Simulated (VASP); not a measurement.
# BaRe (Pm-3m) in VASP: further runs

The runs below take BaRe through single point, with r2SCAN.

Everything below comes from runs of VASP 6.6.1. Logs are shortened: lines on timing, memory, paths and dates and some standing lists are left out, and cuts for length are marked.

## (1) The cell of the first run

The structure is cubic, space group Pm-3m (No. 221). The conventional cell has a = 3.705 Å, b = 3.705 Å, c = 3.705 Å, α = 90.00°, β = 90.00°, γ = 90.00°. Ba (site symmetry m-3m) has 8 Re at 3.21 Å and 6 Ba at 3.70 Å within 4.2 Å. Re (site symmetry m-3m) has 8 Ba at 3.21 Å and 6 Re at 3.70 Å within 4.2 Å.

## (2) Single point, r2SCAN

The input, POSCAR:

```
BaRe
1.0
    3.7045746453      0.0000000000      0.0000000000
    0.0000000000      3.7045746453      0.0000000000
    0.0000000000      0.0000000000      3.7045746453
Ba Re
1 1
Direct
    0.0000000000      0.0000000000      0.0000000000
    0.5000000000      0.5000000000      0.5000000000
```

The input, INCAR.step1:

```
PREC = Accurate ; ENCUT = 610
ISMEAR = 0 ; SIGMA = 0.05
LREAL = False ; LASPH = True
NELM = 120 ; NBANDS = 20
GGA = PE ; ALGO = Normal
EDIFF = 1E-5 ; LWAVE = True
LCHARG = False ; GGA_COMPAT = False
```

The input, INCAR.step2:

```
PREC = Accurate ; ENCUT = 610
EDIFF = 1E-6 ; ISMEAR = 0
SIGMA = 0.05 ; LREAL = False
LASPH = True ; NELM = 120
ALGO = Normal ; ISIF = 2
LWAVE = False ; LCHARG = False
METAGGA = R2SCAN ; LMIXTAU = True
NBANDS = 20 ; ISTART = 1
GGA_COMPAT = False
```

The input, KPOINTS:

```
regular mesh
0
Gamma
  10 10 10
```

Potentials or basis: VASP PAW PBE potentials, release 64 (Ba_sv, Re_sv_GW).

The run is started by

```bash
> cat potpaw_PBE.64/Ba_sv/POTCAR potpaw_PBE.64/Re_sv_GW/POTCAR > POTCAR
> cp INCAR.step1 INCAR
> mpirun -np 1 vasp_std > vasp.out
> cp INCAR.step2 INCAR
> mpirun -np 1 vasp_std > vasp.out
```

OUTCAR:

```text
PREC = Accurate
   ENCUT = 610
   EDIFF = 1E-6
   ISMEAR = 0
   LREAL = False
   LASPH = True
   NELM = 120
   ISIF = 2
   METAGGA = R2SCAN
   ISTART = 1

 ion  position               nearest neighbor table
   1  0.000  0.000  0.000-   2 3.21   2 3.21   2 3.21   2 3.21   2 3.21   2 3.21   2 3.21   2 3.21

   2  0.500  0.500  0.500-   1 3.21   1 3.21   1 3.21   1 3.21   1 3.21   1 3.21   1 3.21   1 3.21

  LATTYP: Found a simple cubic cell.
 ALAT       =     3.7045746453

  Lattice vectors:

 A1 = (   3.7045746453,   0.0000000000,   0.0000000000)
 A2 = (   0.0000000000,   3.7045746453,   0.0000000000)
 A3 = (   0.0000000000,   0.0000000000,   3.7045746453)

Analysis of symmetry for initial positions (statically):
=====================================================================
 Subroutine PRICEL returns:
 Original cell was already a primitive cell.

 Routine SETGRP: Setting up the symmetry group for a
 simple cubic supercell.

 Subroutine GETGRP returns: Found 48 space group operations
 (whereof 48 operations were pure point group operations)
 out of a pool of 48 trial point group operations.

The static configuration has the point symmetry O_h .

Analysis of symmetry for dynamics (positions and initial velocities):
=====================================================================
 Subroutine PRICEL returns:
 Original cell was already a primitive cell.

 Routine SETGRP: Setting up the symmetry group for a
 simple cubic supercell.

 Subroutine GETGRP returns: Found 48 space group operations
 (whereof 48 operations were pure point group operations)
 out of a pool of 48 trial point group operations.

The dynamic configuration has the point symmetry O_h .

 Subroutine INISYM returns: Found 48 space group operations
 (whereof 48 operations are pure point group operations),
 and found     1 'primitive' translations

----------------------------------------------------------------------------------------

                                     Primitive cell

  volume of cell :      50.8411

  direct lattice vectors                    reciprocal lattice vectors
     3.704574645  0.000000000  0.000000000     0.269936523  0.000000000  0.000000000
     0.000000000  3.704574645  0.000000000     0.000000000  0.269936523  0.000000000
     0.000000000  0.000000000  3.704574645     0.000000000  0.000000000  0.269936523

  length of vectors
     3.704574645  3.704574645  3.704574645     0.269936523  0.269936523  0.269936523

  position of ions in fractional coordinates (direct lattice)
     0.000000000  0.000000000  0.000000000
     0.500000000  0.500000000  0.500000000

  ion indices of the primitive-cell ions
   primitive index   ion index
                 1           1
                 2           2

----------------------------------------------------------------------------------------

 KPOINTS: regular mesh

Automatic generation of k-mesh.
 Grid dimensions read from file:
 generate k-points for:   10   10   10

 Generating k-lattice:

  Cartesian coordinates                     Fractional coordinates (reciprocal lattice)
     0.026993652  0.000000000  0.000000000     0.100000000  0.000000000  0.000000000
     0.000000000  0.026993652  0.000000000     0.000000000  0.100000000  0.000000000
     0.000000000  0.000000000  0.026993652     0.000000000  0.000000000  0.100000000

  Length of vectors
     0.026993652  0.026993652  0.026993652

  Shift w.r.t. Gamma in fractional coordinates (k-lattice)
     0.000000000  0.000000000  0.000000000

 Subroutine IBZKPT returns following result:
 ===========================================

 Found     56 irreducible k-points:

 Following reciprocal coordinates:
            Coordinates               Weight
  0.000000  0.000000  0.000000      1.000000
  0.100000  0.000000  0.000000      6.000000
  0.200000  0.000000  0.000000      6.000000
  0.300000  0.000000  0.000000      6.000000
  0.400000  0.000000  0.000000      6.000000
  0.500000  0.000000  0.000000      3.000000
[... 16 lines left out ...]
  0.200000  0.100000  0.100000     24.000000
  0.300000  0.100000  0.100000     24.000000
 [... further k-points ...]
   k-points           NKPTS =     56   k-points in BZ     NKDIM =     56   number of bands    NBANDS=     20
   number of dos      NEDOS =    301   number of ions     NIONS =      2
   total plane-waves  NPLWV =  27000
   dimension x,y,z NGX =    30 NGY =   30 NGZ =   30
   dimension x,y,z NGXF=    60 NGYF=   60 NGZF=   60
   ions per type =               1   1
   NGX,Y,Z   is equivalent  to a cutoff of  13.46, 13.46, 13.46 a.u.
   NGXF,Y,Z  is equivalent  to a cutoff of  26.93, 26.93, 26.93 a.u.
 SYSTEM =  unknown system
   PREC   = accura    normal or accurate (medium, high low for compatibility)
   ISTART =      1    job   : 0-new  1-cont  2-samecut
   ICHARG =      0    charge: 1-file 2-atom 10-const
   ISPIN  =      1    spin polarized calculation?
   LNONCOLLINEAR =      F non collinear calculations
   LSORBIT =      F    spin-orbit coupling
   LASPH  =      T    aspherical Exc in radial PAW
   ENCUT  =  610.0 eV  44.83 Ry    6.70 a.u.   7.46  7.46  7.46*2*pi/ulx,y,z
   NELM   =    120;   NELMIN=  2; NELMDL=  0     # of ELM steps
   EDIFF  = 0.1E-05   stopping-criterion for ELM
   LREAL  =      F    real-space projection
[... 7 lines left out ...]
   TEBEG  =    0.0;   TEEND  =   0.0 temperature during run
   PSTRESS=    0.0 pullay stress
   NELECT =      25.0000    total number of electrons
   NUPDOWN=      -1.0000    fix difference up-down
   EMIN   =  10.00;   EMAX   =-10.00  energy-range for DOS
   EFERMI =   0.00;   METHOD = LEGACY
   ISMEAR =     0;   SIGMA  =   0.05  broadening in eV -4-tet -1-fermi 0-gaus
   EFERMI_NEDOS =   21; number of points for ismear=-14 and -15
   IALGO  =     38    algorithm
   IMIX   =      4    mixing-type and parameters
     AMIX     =   0.40;   BMIX     =  1.00
     AMIX_MAG =   1.60;   BMIX_MAG =  1.00
  volume/ion in A,a.u.               =      25.42       171.55
  Fermi-wavevector in a.u.,A,eV,Ry     =   1.292161  2.441829 22.717361  1.669679
  Thomas-Fermi vector in A             =   2.423886
   LORBIT       =      0    0 simple, 1 ext, 2 COOP (PROOUT), +10 PAW based schemes
   METAGGA = R2SCAN    functional components
   LHFCALC =     F    Hartree Fock is set to
   AEXX    =    0.0000 exact exchange contribution
   IVDW    =     0    specifies the selected vdW correction
   LEPSILON=     F    determine dielectric tensor
   LRPA    =     F    only Hartree local field effects (RPA)
 non-spin polarized calculation
 Gauss-broadening in eV      SIGMA  =   0.05
  energy-cutoff  :      610.00
  volume of cell :       50.84
 maximum number of plane-waves:      1771
 NGX is ok and might be reduce to    30
   NGX = 15   NGY = 15   NGZ = 15

 number of electron      25.0000004 magnetization

 Free energy of the ion-electron system (eV)
  ---------------------------------------------------
  ext. energy  EPLUGINS =         0.00000000
  ---------------------------------------------------
  free energy    TOTEN  =       -75.99841078 eV

  energy without entropy =      -75.98915139  energy(sigma->0) =      -75.99378108

 E-fermi :   5.4772     XC(G=0): -11.7498

 val. band max:        5.4690605237   @ k =   0.2000   0.2000   0.0000
 cond. band min:       5.4907682833   @ k =   0.5000   0.2000   0.2000
 fundamental gap:      0.0217077596
 Fermi energy:         5.4772312932

 k-point     1 :       0.0000    0.0000    0.0000
  band No.  band energies     occupation
      1     -75.6611      2.00000
      2     -36.8407      2.00000
      3     -36.8407      2.00000
      4     -36.8407      2.00000
      5     -22.1309      2.00000
      6      -6.4896      2.00000
[... 12 lines left out ...]
     19      14.3637      0.00000
     20      14.6176      0.00000

 k-point     2 :       0.1000    0.0000    0.0000
  band No.  band energies     occupation
      1     -75.6611      2.00000
      2     -36.8437      2.00000
      3     -36.8406      2.00000
      4     -36.8406      2.00000
      5     -22.1147      2.00000
      6      -6.6844      2.00000
[... 12 lines left out ...]
     19      13.8051      0.00000
     20      14.4685      0.00000

 k-point     3 :       0.2000    0.0000    0.0000
  band No.  band energies     occupation
      1     -75.6610      2.00000
      2     -36.8511      2.00000
      3     -36.8400      2.00000
      4     -36.8400      2.00000
      5     -22.0719      2.00000
      6      -7.1461      2.00000
[... 12 lines left out ...]
     19      12.9585      0.00000
     20      14.0944      0.00000

 k-point     4 :       0.3000    0.0000    0.0000
  band No.  band energies     occupation
      1     -75.6608      2.00000
      2     -36.8604      2.00000
      3     -36.8391      2.00000
      4     -36.8391      2.00000
      5     -22.0181      2.00000
      6      -7.6467      2.00000
[... 12 lines left out ...]
     19      13.2933      0.00000
     20      13.6574      0.00000

 k-point     5 :       0.4000    0.0000    0.0000
  band No.  band energies     occupation
      1     -75.6606      2.00000
      2     -36.8678      2.00000
      3     -36.8384      2.00000
      4     -36.8384      2.00000
      5     -21.9738      2.00000
      6      -8.0110      2.00000
[... 12 lines left out ...]
     19      13.3189      0.00000
     20      14.6366      0.00000
[... 353 lines left out ...]
      6      -7.6477      2.00000
[... 12 lines left out ...]
     19      13.8851      0.00000
     20      15.5528      0.00000

 k-point    22 :       0.1000    0.1000    0.1000
  band No.  band energies     occupation
      1     -75.6610      2.00000
      2     -36.8434      2.00000
      3     -36.8430      2.00000
      4     -36.8430      2.00000
      5     -22.0837      2.00000
      6      -6.7433      2.00000
[... 12 lines left out ...]
     19      12.6575      0.00000
     20      16.1362      0.00000

 k-point    23 :       0.2000    0.1000    0.1000
  band No.  band energies     occupation
      1     -75.6608      2.00000
      2     -36.8505      2.00000
      3     -36.8426      2.00000
      4     -36.8423      2.00000
      5     -22.0431      2.00000
      6      -7.1154      2.00000
[... 12 lines left out ...]
     19      12.7290      0.00000
     20      15.2544      0.00000

 k-point    24 :       0.3000    0.1000    0.1000
  band No.  band energies     occupation
      1     -75.6606      2.00000
      2     -36.8597      2.00000
      3     -36.8417      2.00000
      4     -36.8415      2.00000
      5     -21.9922      2.00000
      6      -7.5857      2.00000
[... 12 lines left out ...]
     19      12.9414      0.00000
     20      14.6051      0.00000

 [... further k-points ...]

------------------------ aborting loop because EDIFF is reached ----------------------------------------

  FORCE on cell =-STRESS in cart. coord.  units (eV):
  Direction    XX          YY          ZZ          XY          YZ          ZX
  --------------------------------------------------------------------------------------
  -------------------------------------------------------------------------------------
  Total        0.5449078      0.5449078      0.5449078      0.0000000      0.0000000      0.0000000
  in kB       17.1719097     17.1719097     17.1719097      0.0000000      0.0000000      0.0000000
  external PRESSURE =      17.1719097 kB  Pullay stress =       0.0000000 kB

 VOLUME and BASIS-vectors are now :
 -----------------------------------------------------------------------------
  energy-cutoff  :      610.00
  volume of cell :       50.84
      direct lattice vectors                 reciprocal lattice vectors
     3.704574645  0.000000000  0.000000000     0.269936523  0.000000000  0.000000000
     0.000000000  3.704574645  0.000000000     0.000000000  0.269936523  0.000000000
     0.000000000  0.000000000  3.704574645     0.000000000  0.000000000  0.269936523

 POSITION                                       TOTAL-FORCE (eV/Angst)
 -----------------------------------------------------------------------------------
      0.00000      0.00000      0.00000         0.000000      0.000000      0.000000
      1.85229      1.85229      1.85229         0.000000      0.000000      0.000000
 -----------------------------------------------------------------------------------
    total drift:                                0.000000      0.000000      0.000000

  FREE ENERGIE OF THE ION-ELECTRON SYSTEM (eV)
  ---------------------------------------------------
  free  energy   TOTEN  =       -75.9984107770 eV

  energy  without entropy=      -75.9891513851  energy(sigma->0) =      -75.99378108
```

It took 1.8 min on 1 thread of Intel Xeon 6975P-C (Granite Rapids), shared host; peak memory 0.23 GiB.

What came out:

* Free energy: -75.9984 eV
* Pressure: 1.7 GPa
* Band gap on the k mesh: zero (an odd number of electrons rules out a gap without spin polarisation)

Levels at points of the mesh, in eV from the Fermi level:
```
           k point  band 10  band 11  band 12  band 13  band 14  band 15
(0.00, 0.00, 0.00)    -2.58    -2.58    -0.05    -0.05    -0.05     4.62
(0.50, 0.00, 0.00)    -1.12    -0.25     0.13     0.13     0.32     1.65
(0.50, 0.50, 0.00)    -1.79    -1.19    -1.19     1.36     1.40     3.96
(0.50, 0.50, 0.50)    -0.26    -0.26     0.10     0.10     0.10     1.46
```

Caveat: the PAW data sets were made with another functional, which shifts forces and pressure a little; spin-orbit coupling is left out, which moves the levels of the heavy elements.

(Continued in part 2 of 2.)

The gap in the log of VASP goes by the Fermi energy; the results here count the filled bands.